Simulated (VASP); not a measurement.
# SrTiO3 (P4mm) in VASP: notebook

SrTiO3 is run at these levels: PBE; tasks: single point.

Everything below comes from runs of VASP 6.6.1. Logs are shortened: lines on timing, memory, paths and dates and some standing lists are left out, and cuts for length are marked.

## (1) The cell of the first run

The structure is tetragonal, space group P4mm (No. 99). The conventional cell has a = 3.936 Å, b = 3.936 Å, c = 3.936 Å, α = 90.00°, β = 90.00°, γ = 90.00°. Within 3.7 Å of Sr (site symmetry 4mm) lie 12 O at 2.77 to 2.80 Å and 8 Ti at 3.40 to 3.41 Å. Ti (site symmetry 4mm) has 6 O at 1.94 to 2.00 Å within 2.6 Å. O (site symmetry 4mm) has 2 Ti at 1.94 to 2.00 Å within 2.6 Å. Within 2.6 Å of O (site symmetry 2mm) lie 2 Ti at 1.97 Å.

## (2) Single point, PBE (mode 1 frozen in at -0.019 Å and mode 7 at +0.000 Å (largest displacements))

INCAR

```
SYSTEM = SrTiO3
ALGO = Normal
EDIFF = 1E-6
ENCUT = 520
GGA = PE
ISIF = 2
ISMEAR = 0
LASPH = .TRUE.
LCHARG = .FALSE.
LREAL = .FALSE.
LWAVE = .FALSE.
NBANDS = 28
NELM = 80
PREC = Accurate
SIGMA = 0.05
```

KPOINTS

```
k-points
0
G
  8 8 8
  0 0 0
```

POSCAR

```
SrTiO3
1.0
    3.9364094381      0.0000000000      0.0000000000
    0.0000000000      3.9364094381      0.0000000000
    0.0000000000      0.0000000000      3.9364094381
Sr Ti O
1 1 3
Direct
    0.0006835254      0.0000000000      0.0000000000
    0.5032269229      0.5000000000      0.5000000000
   -0.0048775414      0.5000000000      0.5000000000
    0.4957398015      0.0000000000      0.5000000000
    0.4957398015      0.5000000000      0.0000000000
```

Potentials or basis: VASP PAW PBE potentials, release 64 (Sr_sv, Ti_sv, O).

On the command line:

```
> cat potpaw_PBE.64/Sr_sv/POTCAR potpaw_PBE.64/Ti_sv/POTCAR potpaw_PBE.64/O/POTCAR > POTCAR
> mpirun -np 1 vasp_std > vasp.out
```

OUTCAR:

```text
SYSTEM = SrTiO3
   EDIFF = 1E-6
   ENCUT = 520
   GGA = PE
   ISIF = 2
   ISMEAR = 0
   LASPH = .TRUE.
   LREAL = .FALSE.
   NELM = 80
   PREC = Accurate

 ion  position               nearest neighbor table
   1  0.001  0.000  0.000-   4 2.77   5 2.77   4 2.77   5 2.77   3 2.78   3 2.78   3 2.78   3 2.78
                             4 2.80   5 2.80   4 2.80   5 2.80   2 3.40   2 3.40   2 3.40   2 3.40
   2  0.503  0.500  0.500-   3 1.94   4 1.97   5 1.97   5 1.97   4 1.97   3 2.00   1 3.40   1 3.40
                             1 3.40   1 3.40   1 3.41   1 3.41   1 3.41   1 3.41
   3  0.995  0.500  0.500-   2 1.94   2 2.00   1 2.78   1 2.78   1 2.78   1 2.78
   4  0.496  0.000  0.500-   2 1.97   2 1.97   1 2.77   1 2.77   1 2.80   1 2.80
   5  0.496  0.500  0.000-   2 1.97   2 1.97   1 2.77   1 2.77   1 2.80   1 2.80

  LATTYP: Found a simple cubic cell.
 ALAT       =     3.9364094381

  Lattice vectors:

 A1 = (   3.9364094381,   0.0000000000,   0.0000000000)
 A2 = (   0.0000000000,   3.9364094381,   0.0000000000)
 A3 = (   0.0000000000,   0.0000000000,   3.9364094381)

Analysis of symmetry for initial positions (statically):
=====================================================================
 Subroutine PRICEL returns:
 Original cell was already a primitive cell.

 Routine SETGRP: Setting up the symmetry group for a
 simple cubic supercell.

 Subroutine GETGRP returns: Found  8 space group operations
 (whereof  8 operations were pure point group operations)
 out of a pool of 48 trial point group operations.

The static configuration has the point symmetry C_4v.

Analysis of symmetry for dynamics (positions and initial velocities):
=====================================================================
 Subroutine PRICEL returns:
 Original cell was already a primitive cell.

 Routine SETGRP: Setting up the symmetry group for a
 simple cubic supercell.

 Subroutine GETGRP returns: Found  8 space group operations
 (whereof  8 operations were pure point group operations)
 out of a pool of 48 trial point group operations.

The dynamic configuration has the point symmetry C_4v.

 Subroutine INISYM returns: Found  8 space group operations
 (whereof  8 operations are pure point group operations),
 and found     1 'primitive' translations

----------------------------------------------------------------------------------------

                                     Primitive cell

  volume of cell :      60.9959

  direct lattice vectors                    reciprocal lattice vectors
     3.936409438  0.000000000  0.000000000     0.254038615  0.000000000  0.000000000
     0.000000000  3.936409438  0.000000000     0.000000000  0.254038615  0.000000000
     0.000000000  0.000000000  3.936409438     0.000000000  0.000000000  0.254038615

  length of vectors
     3.936409438  3.936409438  3.936409438     0.254038615  0.254038615  0.254038615

  position of ions in fractional coordinates (direct lattice)
     0.000683525  0.000000000  0.000000000
     0.503226923  0.500000000  0.500000000
     0.995122459  0.500000000  0.500000000
     0.495739802  0.000000000  0.500000000
     0.495739802  0.500000000  0.000000000

  ion indices of the primitive-cell ions
   primitive index   ion index
                 1           1
                 2           2
                 3           3
                 4           4
                 5           5

----------------------------------------------------------------------------------------

 KPOINTS: k-points

Automatic generation of k-mesh.
 Grid dimensions read from file:
 generate k-points for:    8    8    8

 Generating k-lattice:

  Cartesian coordinates                     Fractional coordinates (reciprocal lattice)
     0.031754827  0.000000000  0.000000000     0.125000000  0.000000000  0.000000000
     0.000000000  0.031754827  0.000000000     0.000000000  0.125000000  0.000000000
     0.000000000  0.000000000  0.031754827     0.000000000  0.000000000  0.125000000

  Length of vectors
     0.031754827  0.031754827  0.031754827

  Shift w.r.t. Gamma in fractional coordinates (k-lattice)
     0.000000000  0.000000000  0.000000000

 Subroutine IBZKPT returns following result:
 ===========================================

 Found     75 irreducible k-points:

 Following reciprocal coordinates:
            Coordinates               Weight
  0.000000  0.000000  0.000000      1.000000
  0.125000  0.000000  0.000000      2.000000
  0.000000  0.125000  0.000000      4.000000
  0.250000  0.000000  0.000000      2.000000
  0.000000  0.250000  0.000000      4.000000
  0.375000  0.000000  0.000000      2.000000
[... 16 lines left out ...]
  0.375000  0.250000  0.000000      8.000000
  0.000000  0.375000  0.250000      8.000000
 [... further k-points ...]
   k-points           NKPTS =     75   k-points in BZ     NKDIM =     75   number of bands    NBANDS=     28
   number of dos      NEDOS =    301   number of ions     NIONS =      5
   total plane-waves  NPLWV =  27000
   dimension x,y,z NGX =    30 NGY =   30 NGZ =   30
   dimension x,y,z NGXF=    60 NGYF=   60 NGZF=   60
   ions per type =               1   1   3
   NGX,Y,Z   is equivalent  to a cutoff of  12.67, 12.67, 12.67 a.u.
   NGXF,Y,Z  is equivalent  to a cutoff of  25.34, 25.34, 25.34 a.u.
 SYSTEM =  SrTiO3
   PREC   = accura    normal or accurate (medium, high low for compatibility)
   ISTART =      0    job   : 0-new  1-cont  2-samecut
   ICHARG =      2    charge: 1-file 2-atom 10-const
   ISPIN  =      1    spin polarized calculation?
   LNONCOLLINEAR =      F non collinear calculations
   LSORBIT =      F    spin-orbit coupling
   LASPH  =      T    aspherical Exc in radial PAW
   ENCUT  =  520.0 eV  38.22 Ry    6.18 a.u.   7.32  7.32  7.32*2*pi/ulx,y,z
   NELM   =     80;   NELMIN=  2; NELMDL= -5     # of ELM steps
   EDIFF  = 0.1E-05   stopping-criterion for ELM
   LREAL  =      F    real-space projection
   EDIFFG = 0.1E-04   stopping-criterion for IOM
   NSW    =      0    number of steps for IOM
   IBRION =     -1    ionic relax: 0-MD 1-quasi-New 2-CG
   NFREE  =      0    steps in history (QN), initial steepest desc. (CG)
   ISIF   =      2    stress and relaxation
   ISYM   =      2    0-nonsym 1-usesym 2-fastsym
   POTIM  = 0.5000    time-step for ionic-motion
   TEBEG  =    0.0;   TEEND  =   0.0 temperature during run
   PSTRESS=    0.0 pullay stress
   NELECT =      40.0000    total number of electrons
   NUPDOWN=      -1.0000    fix difference up-down
   EMIN   =  10.00;   EMAX   =-10.00  energy-range for DOS
   EFERMI =   0.00;   METHOD = LEGACY
   ISMEAR =     0;   SIGMA  =   0.05  broadening in eV -4-tet -1-fermi 0-gaus
   EFERMI_NEDOS =   21; number of points for ismear=-14 and -15
   IALGO  =     38    algorithm
   IMIX   =      4    mixing-type and parameters
     AMIX     =   0.40;   BMIX     =  1.00
     AMIX_MAG =   1.60;   BMIX_MAG =  1.00
  volume/ion in A,a.u.               =      12.20        82.32
  Fermi-wavevector in a.u.,A,eV,Ry     =   1.422311  2.687778 27.524158  2.022969
  Thomas-Fermi vector in A             =   2.543028
   LORBIT       =      0    0 simple, 1 ext, 2 COOP (PROOUT), +10 PAW based schemes
   GGA     = PE    functional components
   LHFCALC =     F    Hartree Fock is set to
   AEXX    =    0.0000 exact exchange contribution
   IVDW    =     0    specifies the selected vdW correction
   LEPSILON=     F    determine dielectric tensor
   LRPA    =     F    only Hartree local field effects (RPA)
 non-spin polarized calculation
 Gauss-broadening in eV      SIGMA  =   0.05
  energy-cutoff  :      520.00
  volume of cell :       61.00
 maximum number of plane-waves:      1671
 NGX is ok and might be reduce to    30
   NGX = 15   NGY = 15   NGZ = 15

 number of electron      39.9999994 magnetization

 Free energy of the ion-electron system (eV)
  ---------------------------------------------------
  ext. energy  EPLUGINS =         0.00000000
  ---------------------------------------------------
  free energy    TOTEN  =       -40.10385671 eV

  energy without entropy =      -40.10385671  energy(sigma->0) =      -40.10385671

 E-fermi :   4.3624     XC(G=0): -11.1441

 val. band max:        3.9722690579   @ k =   0.5000   0.5000   0.5000
 cond. band min:       5.7854737854   @ k =   0.0000   0.0000   0.0000
 fundamental gap:      1.8132047275
 Fermi energy:         4.3624145464

 k-point     1 :       0.0000    0.0000    0.0000
  band No.  band energies     occupation
      1     -52.5874      2.00000
      2     -28.8951      2.00000
      3     -28.8213      2.00000
      4     -28.8184      2.00000
      5     -28.8184      2.00000
      6     -13.3710      2.00000
[... 20 lines left out ...]
     27       9.3478      0.00000
     28       9.9692      0.00000

 k-point     2 :       0.1250    0.0000    0.0000
  band No.  band energies     occupation
      1     -52.5873      2.00000
      2     -28.9112      2.00000
      3     -28.8181      2.00000
      4     -28.8181      2.00000
      5     -28.8114      2.00000
      6     -13.3760      2.00000
[... 20 lines left out ...]
     27       9.6141      0.00000
     28      10.3383      0.00000

 k-point     3 :       0.0000    0.1250    0.0000
  band No.  band energies     occupation
      1     -52.5873      2.00000
      2     -28.9106      2.00000
      3     -28.8211      2.00000
      4     -28.8181      2.00000
      5     -28.8090      2.00000
      6     -13.3771      2.00000
[... 20 lines left out ...]
     27       9.6149      0.00000
     28      10.3372      0.00000

 k-point     4 :       0.2500    0.0000    0.0000
  band No.  band energies     occupation
      1     -52.5868      2.00000
      2     -28.9430      2.00000
      3     -28.8172      2.00000
      4     -28.8172      2.00000
      5     -28.7946      2.00000
      6     -13.4346      2.00000
[... 578 lines left out ...]
     27      11.1536      0.00000
     28      11.7622      0.00000

 k-point    23 :       0.3750    0.2500    0.0000
  band No.  band energies     occupation
      1     -52.5856      2.00000
      2     -28.9424      2.00000
      3     -28.8525      2.00000
      4     -28.8150      2.00000
      5     -28.7963      2.00000
      6     -13.2650      2.00000
[... 20 lines left out ...]
     27      11.8943      0.00000
     28      12.2147      0.00000

 k-point    24 :       0.0000    0.3750    0.2500
  band No.  band energies     occupation
      1     -52.5856      2.00000
      2     -28.9409      2.00000
      3     -28.8520      2.00000
      4     -28.8180      2.00000
      5     -28.7952      2.00000
      6     -13.2689      2.00000
[... 20 lines left out ...]
     27      11.8959      0.00000
     28      12.2081      0.00000

 [... further k-points ...]
[... 5 lines left out ...]
  --------------------------------------------------------------------------------------
  -------------------------------------------------------------------------------------
  Total        0.3258984      0.2609624      0.2609624      0.0000000     -0.0000000      0.0000000
  in kB        8.5603592      6.8546878      6.8546878      0.0000000     -0.0000000      0.0000000
  external PRESSURE =       7.4232449 kB  Pullay stress =       0.0000000 kB

 VOLUME and BASIS-vectors are now :
 -----------------------------------------------------------------------------
  energy-cutoff  :      520.00
  volume of cell :       61.00
      direct lattice vectors                 reciprocal lattice vectors
     3.936409438  0.000000000  0.000000000     0.254038615  0.000000000  0.000000000
     0.000000000  3.936409438  0.000000000     0.000000000  0.254038615  0.000000000
     0.000000000  0.000000000  3.936409438     0.000000000  0.000000000  0.254038615

 POSITION                                       TOTAL-FORCE (eV/Angst)
 -----------------------------------------------------------------------------------
      0.00269      0.00000      0.00000         0.015478      0.000000     -0.000000
      1.98091      1.96820      1.96820         0.025941     -0.000000      0.000000
      3.91721      1.96820      1.96820        -0.003973      0.000000     -0.000000
      1.95143      0.00000      1.96820        -0.018723      0.000000      0.000000
      1.95143      1.96820      0.00000        -0.018723      0.000000      0.000000
 -----------------------------------------------------------------------------------
    total drift:                                0.000084     -0.000000     -0.000001

  FREE ENERGIE OF THE ION-ELECTRON SYSTEM (eV)
  ---------------------------------------------------
  free  energy   TOTEN  =       -40.1038567063 eV

  energy  without entropy=      -40.1038567063  energy(sigma->0) =      -40.10385671
```

Run time: 78 s. Hardware: 1 thread of Intel Xeon Platinum 8488C (Sapphire Rapids), shared host; peak memory 0.25 GiB.

Results:

- Free energy: -40.1039 eV
- Pressure: 0.7 GPa
- Largest force: 0.026 eV/Å
- Band gap on the k mesh: 1.81 eV, indirect (least direct gap 2.20 eV)

Forces on the atoms (eV/Å):
```
Sr   0.015  0.000  0.000
Ti   0.026  0.000  0.000
O   -0.004  0.000  0.000
O   -0.019  0.000  0.000
O   -0.019  0.000  0.000
```

Levels at points of the mesh, in eV from the valence-band top:
| k point | band 17 | band 18 | band 19 | band 20 | band 21 | band 22 | band 23 | band 24 |
| --- | --- | --- | --- | --- | --- | --- | --- | --- |
| (0.00, 0.00, 0.00) | -1.13 | -0.38 | -0.38 | -0.38 | 1.81 | 1.83 | 1.83 | 4.14 |
| (0.50, 0.00, 0.00) | -2.30 | -1.92 | -0.73 | -0.73 | 1.97 | 3.66 | 3.66 | 4.15 |
| (0.00, 0.50, 0.00) | -2.28 | -1.92 | -0.75 | -0.74 | 1.99 | 3.66 | 3.66 | 4.16 |
| (0.50, 0.50, 0.00) | -1.74 | -1.54 | -1.54 | -0.10 | 3.66 | 3.67 | 4.11 | 5.08 |
| (0.00, 0.50, 0.50) | -1.74 | -1.55 | -1.55 | -0.09 | 3.67 | 3.67 | 4.11 | 5.08 |
| (0.50, 0.50, 0.50) | -3.67 | -0.01 | -0.01 | 0.00 | 4.31 | 4.31 | 4.31 | 6.84 |

Caveat: the cell differs from its parent crystal (mode 1 frozen in at -0.019 Å and mode 7 at +0.000 Å (largest displacements)). A k mesh can miss the band edges.

[end of part 1 of 2]
